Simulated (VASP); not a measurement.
# Ru (Fm-3m) in VASP: notebook

Aim: see how the results for Ru move with the level of theory and the settings. Levels: r2SCAN, r2SCAN0. Tasks: single point.

Program: VASP 6.6.1. These are calculated values, not measurements. Logs are shortened: lines on timing, memory, paths and dates and some standing lists are left out, and cuts for length are marked.

## (1) The cell of the first run

Symmetry: Fm-3m, No. 225, cubic system. The conventional cell has a = 3.786 Å, b = 3.786 Å, c = 3.786 Å, α = 90.00°, β = 90.00°, γ = 90.00°. Within 3.5 Å of Ru (site symmetry m-3m) lie 12 Ru at 2.68 Å.

This isn't the form of Ru at room conditions, which is hcp.

## (2) Single point, r2SCAN

POSCAR

```
Ru
1.0
    0.0000000000      1.8932138194      1.8932138194
    1.8932138194      0.0000000000      1.8932138194
    1.8932138194      1.8932138194      0.0000000000
Ru
1
Direct
    0.0000000000      0.0000000000      0.0000000000
```

INCAR.step1

```
SYSTEM = Ru
ALGO = Normal
EDIFF = 1E-4
ENCUT = 520
GGA = PE
ISMEAR = -1
LASPH = .True.
LCHARG = .False.
LREAL = .False.
LWAVE = .True.
NBANDS = 13
NELM = 80
PREC = Accurate
SIGMA = 0.1
```

INCAR.step2

```
SYSTEM = Ru
ALGO = Normal
EDIFF = 1E-7
ENCUT = 520
ISIF = 2
ISMEAR = -1
ISTART = 1
LASPH = .True.
LCHARG = .True.
LELF = .True.
LMIXTAU = .True.
LREAL = .False.
LVHAR = .True.
LWAVE = .False.
METAGGA = R2SCAN
NBANDS = 13
NELM = 80
PREC = Accurate
SIGMA = 0.1
```

KPOINTS

```
k-points
0
Gamma
  7 7 7
  0 0 0
```

Potentials or basis: VASP PAW PBE potentials, release 64 (Ru_pv).

Command:

```sh
> cat potpaw_PBE.64/Ru_pv/POTCAR > POTCAR
> cp INCAR.step1 INCAR
> mpirun -np 1 vasp_std > vasp.out
> cp INCAR.step2 INCAR
> mpirun -np 1 vasp_std > vasp.out
```

OUTCAR:

```text
SYSTEM = Ru
   EDIFF = 1E-7
   ENCUT = 520
   ISIF = 2
   ISMEAR = -1
   ISTART = 1
   LASPH = .True.
   LREAL = .False.
   METAGGA = R2SCAN
   NELM = 80
   PREC = Accurate

 ion  position               nearest neighbor table
   1  0.000  0.000  0.000-

  LATTYP: Found a face centered cubic cell.
 ALAT       =     3.7864276388

  Lattice vectors:

 A1 = (   0.0000000000,   1.8932138194,   1.8932138194)
 A2 = (   1.8932138194,   0.0000000000,   1.8932138194)
 A3 = (   1.8932138194,   1.8932138194,   0.0000000000)

Analysis of symmetry for initial positions (statically):
=====================================================================
 Subroutine PRICEL returns:
 Original cell was already a primitive cell.

 Routine SETGRP: Setting up the symmetry group for a
 face centered cubic supercell.

 Subroutine GETGRP returns: Found 48 space group operations
 (whereof 48 operations were pure point group operations)
 out of a pool of 48 trial point group operations.

The static configuration has the point symmetry O_h .

Analysis of symmetry for dynamics (positions and initial velocities):
=====================================================================
 Subroutine PRICEL returns:
 Original cell was already a primitive cell.

 Routine SETGRP: Setting up the symmetry group for a
 face centered cubic supercell.

 Subroutine GETGRP returns: Found 48 space group operations
 (whereof 48 operations were pure point group operations)
 out of a pool of 48 trial point group operations.

The dynamic configuration has the point symmetry O_h .

 Subroutine INISYM returns: Found 48 space group operations
 (whereof 48 operations are pure point group operations),
 and found     1 'primitive' translations

----------------------------------------------------------------------------------------

                                     Primitive cell

  volume of cell :      13.5715

  direct lattice vectors                    reciprocal lattice vectors
     0.000000000  1.893213819  1.893213819    -0.264101178  0.264101178  0.264101178
     1.893213819  0.000000000  1.893213819     0.264101178 -0.264101178  0.264101178
     1.893213819  1.893213819  0.000000000     0.264101178  0.264101178 -0.264101178

  length of vectors
     2.677408660  2.677408660  2.677408660     0.457436659  0.457436659  0.457436659

  position of ions in fractional coordinates (direct lattice)
     0.000000000  0.000000000  0.000000000

  ion indices of the primitive-cell ions
   primitive index   ion index
                 1           1

----------------------------------------------------------------------------------------

 KPOINTS: k-points

Automatic generation of k-mesh.
 Grid dimensions read from file:
 generate k-points for:    7    7    7

 Generating k-lattice:

  Cartesian coordinates                     Fractional coordinates (reciprocal lattice)
    -0.037728740  0.037728740  0.037728740     0.142857143  0.000000000  0.000000000
     0.037728740 -0.037728740  0.037728740     0.000000000  0.142857143  0.000000000
     0.037728740  0.037728740 -0.037728740     0.000000000  0.000000000  0.142857143

  Length of vectors
     0.065348094  0.065348094  0.065348094

  Shift w.r.t. Gamma in fractional coordinates (k-lattice)
     0.000000000  0.000000000  0.000000000

 Subroutine IBZKPT returns following result:
 ===========================================

 Found     20 irreducible k-points:

 Following reciprocal coordinates:
            Coordinates               Weight
  0.000000  0.000000  0.000000      1.000000
  0.142857  0.000000  0.000000      8.000000
  0.285714  0.000000  0.000000      8.000000
  0.428571  0.000000  0.000000      8.000000
  0.142857  0.142857  0.000000      6.000000
  0.285714  0.142857  0.000000     24.000000
[... 12 lines left out ...]
 -0.428571  0.428571  0.142857     24.000000
 -0.285714  0.428571  0.142857     24.000000
   k-points           NKPTS =     20   k-points in BZ     NKDIM =     20   number of bands    NBANDS=     13
   number of dos      NEDOS =    301   number of ions     NIONS =      1
   total plane-waves  NPLWV =   8000
   dimension x,y,z NGX =    20 NGY =   20 NGZ =   20
   dimension x,y,z NGXF=    40 NGYF=   40 NGZF=   40
   ions per type =               1
   NGX,Y,Z   is equivalent  to a cutoff of  12.42, 12.42, 12.42 a.u.
   NGXF,Y,Z  is equivalent  to a cutoff of  24.84, 24.84, 24.84 a.u.
 SYSTEM =  Ru
   PREC   = accura    normal or accurate (medium, high low for compatibility)
   ISTART =      1    job   : 0-new  1-cont  2-samecut
   ICHARG =      0    charge: 1-file 2-atom 10-const
   ISPIN  =      1    spin polarized calculation?
   LNONCOLLINEAR =      F non collinear calculations
   LSORBIT =      F    spin-orbit coupling
   LASPH  =      T    aspherical Exc in radial PAW
   ENCUT  =  520.0 eV  38.22 Ry    6.18 a.u.   4.98  4.98  4.98*2*pi/ulx,y,z
   NELM   =     80;   NELMIN=  2; NELMDL=  0     # of ELM steps
   EDIFF  = 0.1E-06   stopping-criterion for ELM
   LREAL  =      F    real-space projection
   EDIFFG = 0.1E-05   stopping-criterion for IOM
   NSW    =      0    number of steps for IOM
   IBRION =     -1    ionic relax: 0-MD 1-quasi-New 2-CG
   NFREE  =      0    steps in history (QN), initial steepest desc. (CG)
   ISIF   =      2    stress and relaxation
   ISYM   =      2    0-nonsym 1-usesym 2-fastsym
   POTIM  = 0.5000    time-step for ionic-motion
   TEBEG  =    0.0;   TEEND  =   0.0 temperature during run
   PSTRESS=    0.0 pullay stress
   NELECT =      14.0000    total number of electrons
   NUPDOWN=      -1.0000    fix difference up-down
   EMIN   =  10.00;   EMAX   =-10.00  energy-range for DOS
   EFERMI =   0.00;   METHOD = LEGACY
   ISMEAR =    -1;   SIGMA  =   0.10  broadening in eV -4-tet -1-fermi 0-gaus
   EFERMI_NEDOS =   21; number of points for ismear=-14 and -15
   IALGO  =     38    algorithm
   IMIX   =      4    mixing-type and parameters
     AMIX     =   0.40;   BMIX     =  1.00
     AMIX_MAG =   1.60;   BMIX_MAG =  1.00
  volume/ion in A,a.u.               =      13.57        91.59
  Fermi-wavevector in a.u.,A,eV,Ry     =   1.654149  3.125888 37.228363  2.736207
  Thomas-Fermi vector in A             =   2.742465
   LORBIT       =      0    0 simple, 1 ext, 2 COOP (PROOUT), +10 PAW based schemes
   METAGGA = R2SCAN    functional components
   LHFCALC =     F    Hartree Fock is set to
   AEXX    =    0.0000 exact exchange contribution
   IVDW    =     0    specifies the selected vdW correction
   LEPSILON=     F    determine dielectric tensor
   LRPA    =     F    only Hartree local field effects (RPA)
 non-spin polarized calculation
  energy-cutoff  :      520.00
  volume of cell :       13.57
 maximum number of plane-waves:       378
   NGX =  9   NGY =  9   NGZ =  9

 number of electron      14.0000005 magnetization

 Free energy of the ion-electron system (eV)
  ---------------------------------------------------
  ext. energy  EPLUGINS =         0.00000000
  ---------------------------------------------------
  free energy    TOTEN  =       -25.27736701 eV

  energy without entropy =      -25.22067178  energy(sigma->0) =      -25.24901939

 E-fermi :  12.5779     XC(G=0): -15.3943

 val. band max:       12.5238785496   @ k =   0.2857   0.1429   0.0000
 cond. band min:      12.5802089983   @ k =  -0.2857   0.1429   0.0000
 fundamental gap:      0.0563304487
 Fermi energy:        12.5779338638

 k-point     1 :       0.0000    0.0000    0.0000
  band No.  band energies     occupation
      1     -31.0916      2.00000
      2     -31.0916      2.00000
      3     -31.0916      2.00000
      4       4.3907      2.00000
      5       9.9796      2.00000
      6       9.9796      2.00000
      7       9.9796      2.00000
      8      12.5213      1.27569
      9      12.5213      1.27569
     10      21.2260      0.00000
     11      28.3644      0.00000
     12      34.4705      0.00000
     13      34.4705      0.00000

 k-point     2 :       0.1429    0.0000    0.0000
  band No.  band energies     occupation
      1     -31.3186      2.00000
      2     -31.1210      2.00000
      3     -31.1210      2.00000
      4       5.2451      2.00000
      5       9.6026      2.00000
      6      10.2930      2.00000
      7      10.2930      2.00000
      8      12.3678      1.78203
      9      12.3678      1.78202
     10      21.2259      0.00000
     11      29.7024      0.00000
     12      31.4841      0.00000
     13      35.8911      0.00000

 k-point     3 :       0.2857    0.0000    0.0000
  band No.  band energies     occupation
      1     -31.8116      2.00000
      2     -31.1864      2.00000
      3     -31.1864      2.00000
      4       6.4881      2.00000
      5      10.1442      2.00000
      6      10.3109      2.00000
      7      10.3109      2.00000
      8      12.9898      0.03201
      9      12.9898      0.03201
     10      21.2259      0.00000
     11      27.6826      0.00000
     12      30.5032      0.00000
     13      38.9317      0.00000
[... 241 lines left out ...]
 k-point    19 :      -0.4286    0.4286    0.1429
  band No.  band energies     occupation
      1     -32.0360      2.00000
      2     -31.6147      2.00000
      3     -31.4826      2.00000
      4       6.9855      2.00000
      5       7.4342      2.00000
      6      11.0667      2.00000
      7      13.2336      0.00284
      8      14.6047      0.00000
      9      19.2989      0.00000
     10      21.2259      0.00000
     11      26.3012      0.00000
     12      26.5557      0.00000
     13      28.2312      0.00000

 k-point    20 :      -0.2857    0.4286    0.1429
  band No.  band energies     occupation
      1     -31.8936      2.00000
      2     -31.8242      2.00000
      3     -31.4640      2.00000
      4       7.5239      2.00000
      5       8.4529      2.00000
      6       9.7655      2.00000
      7      12.2546      1.92416
      8      14.5954      0.00000
      9      21.2256      0.00000
     10      22.3860      0.00000
     11      23.3338      0.00000
     12      26.2043      0.00000
     13      28.7327      0.00000

------------------------ aborting loop because EDIFF is reached ----------------------------------------

  FORCE on cell =-STRESS in cart. coord.  units (eV):
  Direction    XX          YY          ZZ          XY          YZ          ZX
  --------------------------------------------------------------------------------------
  -------------------------------------------------------------------------------------
  Total        0.2112330      0.2112330      0.2112330     -0.0000000      0.0000000      0.0000000
  in kB       24.9369471     24.9369471     24.9369471     -0.0000000      0.0000000      0.0000000
  external PRESSURE =      24.9369471 kB  Pullay stress =       0.0000000 kB

 VOLUME and BASIS-vectors are now :
 -----------------------------------------------------------------------------
  energy-cutoff  :      520.00
  volume of cell :       13.57
      direct lattice vectors                 reciprocal lattice vectors
     0.000000000  1.893213819  1.893213819    -0.264101178  0.264101178  0.264101178
     1.893213819  0.000000000  1.893213819     0.264101178 -0.264101178  0.264101178
     1.893213819  1.893213819  0.000000000     0.264101178  0.264101178 -0.264101178

 POSITION                                       TOTAL-FORCE (eV/Angst)
 -----------------------------------------------------------------------------------
      0.00000      0.00000      0.00000         0.000000      0.000000      0.000000
 -----------------------------------------------------------------------------------
    total drift:                                0.000000      0.000000      0.000000

  FREE ENERGIE OF THE ION-ELECTRON SYSTEM (eV)
  ---------------------------------------------------
  free  energy   TOTEN  =       -25.2773670099 eV

  energy  without entropy=      -25.2206717763  energy(sigma->0) =      -25.24901939
```

Wall time 34 s (1 thread of Intel Xeon Platinum 8259CL at 2.50GHz (Skylake/Cascade Lake), shared host); peak memory 0.13 GiB.

Results:

* Free energy: -25.2774 eV
* Pressure: 2.5 GPa
* Band gap on the k mesh: zero (bands 7 and 8 overlap by 3.01 eV)

Caveat: the k points lie up to 0.41 Å⁻¹ apart, too coarse for converged energies and pressures of a metal; an empty level that is flat over the whole mesh can mark a ghost state of the potentials, or a narrow d or f band; the PAW data sets were made with another functional, which shifts forces and pressure a little.

## (3) Single point, r2SCAN0

POSCAR is that of step 2.

INCAR.step1

```
  PREC = Accurate
  ENCUT = 520
  EDIFF = 1E-5
  ISMEAR = -1
  SIGMA = 0.1
  LREAL = False
  LASPH = True
  NELM = 100
  ALGO = Normal
  ISIF = 2
  LWAVE = True
  GGA = PE
  NBANDS = 13
```

INCAR.step2

```
  PREC = Accurate
  ENCUT = 520
  EDIFF = 1E-6
  ISMEAR = -1
  SIGMA = 0.1
  LREAL = False
  LASPH = True
  NELM = 100
  ALGO = Normal
  ISIF = 2
  LWAVE = False
  LCHARG = True
  METAGGA = R2SCAN
  LHFCALC = True
  AEXX = 0.25
  LMIXTAU = True
  PRECFOCK = Normal
  LELF = True
  LVHAR = True
  ISTART = 1
  NBANDS = 13
```

KPOINTS

```
regular mesh
0
Gamma
  7 7 7
```

Potentials or basis: VASP PAW PBE potentials, release 64 (Ru_pv).

Command:

```sh
> cat potpaw_PBE.64/Ru_pv/POTCAR > POTCAR
> cp INCAR.step1 INCAR
> mpirun -np 1 vasp_std > vasp.out
> cp INCAR.step2 INCAR
> mpirun -np 1 vasp_std > vasp.out
```

OUTCAR:

```text
PREC = Accurate
   ENCUT = 520
   EDIFF = 1E-6
   ISMEAR = -1
   LREAL = False
   LASPH = True
   NELM = 100
   ISIF = 2
   METAGGA = R2SCAN
   LHFCALC = True
   AEXX = 0.25
   PRECFOCK = Normal
   ISTART = 1

 ion  position               nearest neighbor table
   1  0.000  0.000  0.000-

  LATTYP: Found a face centered cubic cell.
 ALAT       =     3.7864276388

  Lattice vectors:

 A1 = (   0.0000000000,   1.8932138194,   1.8932138194)
 A2 = (   1.8932138194,   0.0000000000,   1.8932138194)
 A3 = (   1.8932138194,   1.8932138194,   0.0000000000)

Analysis of symmetry for initial positions (statically):
=====================================================================
 Subroutine PRICEL returns:
 Original cell was already a primitive cell.

 Routine SETGRP: Setting up the symmetry group for a
 face centered cubic supercell.

 Subroutine GETGRP returns: Found 48 space group operations
 (whereof 48 operations were pure point group operations)
 out of a pool of 48 trial point group operations.
[... 168 lines left out ...]
 Fermi energy:        12.2389105426

 k-point     1 :       0.0000    0.0000    0.0000
  band No.  band energies     occupation
      1     -34.3418      2.00000
      2     -34.3418      2.00000
      3     -34.3418      2.00000
      4       2.7621      2.00000
      5       8.7625      2.00000
      6       8.7625      2.00000
      7       8.7625      2.00000
      8      11.6573      1.99406
      9      11.6573      1.99406
     10      26.0275      0.00000
     11      29.3692      0.00000
     12      35.6394      0.00000
     13      35.6394      0.00000
[... 290 lines left out ...]
  band No.  band energies     occupation
      1     -35.2501      2.00000
      2     -35.1710      2.00000
      3     -34.7602      2.00000
      4       6.0400      2.00000
      5       7.1432      2.00000
      6       8.6701      2.00000
      7      11.4794      1.99899
      8      15.0858      0.00000
      9      23.3575      0.00000
     10      24.3887      0.00000
     11      26.0288      0.00000
     12      27.3579      0.00000
     13      29.9457      0.00000

------------------------ aborting loop because EDIFF is reached ----------------------------------------

  FORCE on cell =-STRESS in cart. coord.  units (eV):
  Direction    XX          YY          ZZ          XY          YZ          ZX
  --------------------------------------------------------------------------------------
  -------------------------------------------------------------------------------------
  Total       -0.7723575     -0.7723575     -0.7723575     -0.0000000     -0.0000000      0.0000000
  in kB      -91.1800762    -91.1800762    -91.1800762     -0.0000000     -0.0000000      0.0000000
  external PRESSURE =     -91.1800762 kB  Pullay stress =       0.0000000 kB

 VOLUME and BASIS-vectors are now :
 -----------------------------------------------------------------------------
  energy-cutoff  :      520.00
  volume of cell :       13.57
      direct lattice vectors                 reciprocal lattice vectors
     0.000000000  1.893213819  1.893213819    -0.264101178  0.264101178  0.264101178
     1.893213819  0.000000000  1.893213819     0.264101178 -0.264101178  0.264101178
     1.893213819  1.893213819  0.000000000     0.264101178  0.264101178 -0.264101178

 POSITION                                       TOTAL-FORCE (eV/Angst)
 -----------------------------------------------------------------------------------
      0.00000      0.00000      0.00000        -0.000000      0.000000      0.000000
 -----------------------------------------------------------------------------------
    total drift:                                0.000000      0.000000      0.000000

  FREE ENERGIE OF THE ION-ELECTRON SYSTEM (eV)
  ---------------------------------------------------
  free  energy   TOTEN  =       -23.8998726159 eV

  energy  without entropy=      -23.8868063918  energy(sigma->0) =      -23.89333950
```

OUTCAR.step1:

```text
PREC = Accurate
   ENCUT = 520
   EDIFF = 1E-5
   ISMEAR = -1
   LREAL = False
[... 528 lines left out ...]

 POSITION                                       TOTAL-FORCE (eV/Angst)
 -----------------------------------------------------------------------------------
      0.00000      0.00000      0.00000        -0.000000     -0.000000     -0.000000
 -----------------------------------------------------------------------------------
    total drift:                               -0.000000     -0.000000     -0.000000

  FREE ENERGIE OF THE ION-ELECTRON SYSTEM (eV)
  ---------------------------------------------------
  free  energy   TOTEN  =        -9.0921185619 eV

  energy  without entropy=       -9.0340423243  energy(sigma->0) =       -9.06308044
```

Run time: 25 min. Hardware: 1 thread of Intel Xeon Platinum 8259CL at 2.50GHz (Skylake/Cascade Lake), shared host; peak memory 0.15 GiB.

What came out:

- Free energy: -23.8999 eV
- Pressure: -9.1 GPa
- Band gap on the k mesh: zero (bands 7 and 8 overlap by 4.42 eV)

Caveat: the k points lie up to 0.41 Å⁻¹ apart, too coarse for converged energies and pressures of a metal; an empty level that is flat over the whole mesh can mark a ghost state of the potentials, or a narrow d or f band; the PAW data sets were made with another functional, which shifts forces and pressure a little.
